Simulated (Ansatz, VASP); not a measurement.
**One calculation of InSb3, two programs**

```
In Sb
1.0
     4.89043    0.00000    0.00000
     0.00000    4.89043    0.00000
     0.00000    0.00000    4.89043
In Sb
1 3
Direct
  0.00000 0.00000 0.00000
  0.50000 0.00000 0.50000
  0.00000 0.50000 0.50000
  0.50000 0.50000 0.00000
```

Alike in both runs: task single point; functional PBEsol; k mesh 10 × 10 × 10; occupations gaussian, width 0.1 eV; no spin polarisation.

```csv
,VASP,Ansatz
version,VASP 6.6.1,Ansatz 0.2.0
potentials or method,"VASP PAW PBE potentials, release 64 (In_d, Sb), cutoff 500 eV","scalar-relativistic, plane waves, PAW"
valence electrons in the cell,28,58
```

```tsv
	VASP	Ansatz	Ansatz less VASP
gap on the k mesh at the Fermi level (eV)	none	none	-
pressure (GPa)	-4.8	-4.8	+0.02
```

VASP's potentials were made for PBE, not for PBEsol. A gap of «none» marks a metal or a gap that the smearing closes. With one functional, cell and mesh, what is left measures potentials, basis and numerics. VASP's potentials hold 28 valence electrons a cell and Ansatz's 58, so a difference there can come from the potentials and not from the codes.

Neither program's run includes spin-orbit coupling.
